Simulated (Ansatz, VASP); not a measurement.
## One calculation of MoS2, two programs

The input INCAR:

```
SYSTEM = MoS2
PREC     = Accurate       ! precision mode
ENCUT    = 520            ! plane-wave cutoff, eV
EDIFF    = 1E-6           ! SCF threshold, eV
ISMEAR   = -1             ! smearing method
SIGMA    = 0.05           ! smearing width, eV
LREAL    = .False.        ! projectors in reciprocal space
LASPH    = .True.         ! aspherical terms in the spheres
NELM     = 60             ! most SCF steps
ALGO     = Normal         ! electronic algorithm
ISIF     = 2              ! what is computed and relaxed
LWAVE    = .False.        ! write WAVECAR
LCHARG   = .True.         ! write CHGCAR
GGA      = RE             ! functional
IVDW     = 12             ! dispersion correction
LELF     = .True.         ! ELF
LVHAR    = .True.       
NBANDS   = 20             ! bands
```

Contents of KPOINTS:

```
regular mesh
0
Gamma
  9 9 4
  0 0 0
```

File POSCAR:

```
MoS2
1.0
    3.2058030729      0.0000000000      0.0000000000
   -1.6029015365      2.7763069006      0.0000000000
    0.0000000000      0.0000000000      6.2701065500
Mo S
1 2
Direct
    0.0000000000      0.0000000000      0.5000000000
    0.6666666667      0.3333333333      0.7446806800
    0.3333333333      0.6666666667      0.2553193200
```

File input.yaml:

```yaml
crystal:
  lattice:
    - [3.2058030729, 0.0, 0.0]
    - [-1.6029015365, 2.7763069006, 0.0]
    - [0.0, 0.0, 6.27010655]
  atoms:
    - { symbol: Mo, position: [0.0, 0.0, 0.5] }
    - { symbol: S, position: [0.6666666667, 0.3333333333, 0.74468068] }
    - { symbol: S, position: [0.3333333333, 0.6666666667, 0.25531932] }
hamiltonian:
  xc: revpbe
  pseudopotentials: { kind: paw }
  dispersion: d3bj
kpoints:
  mp_grid: { grid: [9, 9, 4] }
scf:
  occupations: { method: fermi_dirac, width: 0.05 }
output:
  forces: true
  stress: true
  eigenvalues: true
  write_density: true
  write_potential: true
  elf: true
  volumetric_format: npy
```

Alike in both runs: task single point; functional revPBE; dispersion D3(BJ); k mesh 9 × 9 × 4; occupations fermi-dirac, width 0.05 eV; no spin polarisation.

|  | VASP | Ansatz |
| --- | --- | --- |
| version | VASP 6.6.1 | Ansatz 0.2.0 |
| potentials or method | VASP PAW PBE potentials, release 64 (Mo_sv, S) | Ansatz PAW |
| plane-wave cutoff (eV) | 520 | 420 |
| valence electrons in the cell | 26 | 26 |

|  | VASP | Ansatz | Ansatz less VASP |
| --- | --- | --- | --- |
| gap on the k mesh at the Fermi level (eV) | none | none | - |
| pressure (GPa) | -1.5 | -1.3 | +0.19 |
| traceless stress, the component that is largest in VASP (GPa) | 2.22 | 2.21 | -0.004 |
| rms of the force components (eV/Å) | 0.302 | 0.310 | +0.0081 |

VASP's potentials were made for PBE, not for revPBE. Atom by atom the forces differ by 0.008 eV/Å (rms over components). A gap of «none» marks a metal or a gap that the smearing closes.
